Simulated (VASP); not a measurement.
SiC, 8 atoms in the cell. Symmetry: Cmm2, No. 35, orthorhombic system. The conventional cell has a = 6.194 Å, b = 6.194 Å, c = 4.380 Å, α = 90.00°, β = 90.00°, γ = 90.00°. Si (site symmetry m) has 4 C at 1.83 to 1.90 Å within 2.4 Å. Si (site symmetry m) has 4 C at 1.90 to 1.97 Å within 2.5 Å. C (site symmetry mm2) has 4 Si at 1.83 to 1.97 Å within 2.4 Å. C (site symmetry mm2) has 4 Si at 1.90 Å within 2.5 Å. Within 2.5 Å of C (site symmetry 2) lie 4 Si at 1.90 Å.  This cell differs from its parent crystal: atom 5 (C) moved -0.120 Å along Cartesian [0 0 1].

```yaml
Program: VASP 6.6.1
Task: single point
Functional: PBE
Potentials_or_basis: VASP PAW PBE potentials, release 64 (Si, C)
Cutoff: 520 eV
k_mesh: 6 × 6 × 6
Occupations: gaussian, width 0.05 eV
Spin: no spin polarisation
Dipole_correction: no
Further_INCAR_settings: ALGO = Normal; EDIFF = 1e-06; NBANDS = 26
```

Potentials or basis: VASP PAW PBE potentials, release 64 (Si, C).

Command:

```bash
$ cat potpaw_PBE.64/Si/POTCAR potpaw_PBE.64/C/POTCAR > POTCAR
$ mpirun -np 1 vasp_std > vasp.out
```

Hardware: 1 thread of Intel(R) Xeon(R) Platinum 8488C (Sapphire Rapids), with other jobs on the host.

How long does it take, and how much memory?

It took 100 s on 1 thread of Intel(R) Xeon(R) Platinum 8488C (Sapphire Rapids) (shared host), peak memory 0.24 GiB. Counts: scf iterations 13, k points 52.
